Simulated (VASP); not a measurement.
A run of VASP 6.6.1 is set up as follows.

The input POSCAR:

```
LiCl
1.0
    0.0000000000      2.5491910000      2.5491910000
    2.5491910000      0.0000000000      2.5491910000
    2.5491910000      2.5491910000      0.0000000000
Li Cl
1 1
Direct
    0.0000000000      0.0000000000      0.0000000000
    0.5000000000      0.5000000000      0.5000000000
```

INCAR.step1

```
PREC = Accurate
ENCUT = 520
ISMEAR = 1
SIGMA = 0.2205
LREAL = F
LASPH = T
NELM = 60
NBANDS = 12
GGA = PE
ALGO = Normal
EDIFF = 1E-4
LWAVE = T
LCHARG = F
```

INCAR.step2

```
PREC = Accurate
ENCUT = 520
EDIFF = 1E-6
ISMEAR = 1
SIGMA = 0.2205
LREAL = F
LASPH = T
NELM = 60
ALGO = Normal
ISIF = 2
LWAVE = F
LCHARG = T
METAGGA = R2SCAN
LMIXTAU = T
LELF = T
LVHAR = T
NBANDS = 12
ISTART = 1
```

Contents of KPOINTS:

```
regular mesh
0
Gamma
  6 6 6
```

Potentials or basis: VASP PAW PBE potentials, release 64 (Li_sv, Cl).

Launch:

```bash
$ cat potpaw_PBE.64/Li_sv/POTCAR potpaw_PBE.64/Cl/POTCAR > POTCAR
$ cp INCAR.step1 INCAR
$ mpirun -np 1 vasp_std > vasp.out
$ cp INCAR.step2 INCAR
$ mpirun -np 1 vasp_std > vasp.out
```

**Question.** What does it give for the band gap on the k mesh?

**Answer.** 7.41 eV, direct.

Caveat: the PAW data sets were made with another functional, which shifts forces and pressure a little. r2SCAN opens gaps a little over a GGA but as a rule still falls short of measured ones.
